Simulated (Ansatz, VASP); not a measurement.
One calculation of Ta6Si, two programs

```
CELL_PARAMETERS angstrom
4.69373 0.00000 0.00000
-2.34686 4.06489 0.00000
0.00000 0.00000 21.48819
ATOMIC_POSITIONS crystal
Ta 0.66667 0.33333 0.18615
Ta 0.33333 0.66667 0.23074
Ta 0.00000 0.00000 0.27532
Ta 0.66667 0.33333 0.31644
Ta 0.33333 0.66667 0.35531
Ta 0.00000 0.00000 0.39502
Si 0.22222 0.77778 0.48018
```

Alike in both runs: task single point; functional PBE; k mesh 6 × 6 × 1; occupations gaussian, width 0.1 eV; collinear spin.

```csv
,VASP,Ansatz
version,VASP 6.6.1,Ansatz 0.2.0
potentials or method,"VASP PAW PBE potentials, release 64 (Ta_pv, Si), cutoff 400 eV","scalar-relativistic, plane waves, PAW"
valence electrons in the cell,70,82
```

Ansatz gave:

* gap on the k mesh at the Fermi level (eV): none
* rms of the force components (eV/Å): 0.871
* net moment per atom (μB): 0.00

**Question.** What did VASP give for the same quantities?

**Answer.** gap on the k mesh at the Fermi level (eV): none; rms of the force components (eV/Å): 0.873; net moment per atom (μB): 0.00.

Atom by atom the forces differ by 0.005 eV/Å (rms over components). A gap of «none» marks a metal or a gap that the smearing closes. VASP's potentials hold 70 valence electrons a cell and Ansatz's 82, so a difference there can come from the potentials and not from the codes. Ansatz's warnings: seeded moment not kept.

Spin-orbit coupling is off throughout.
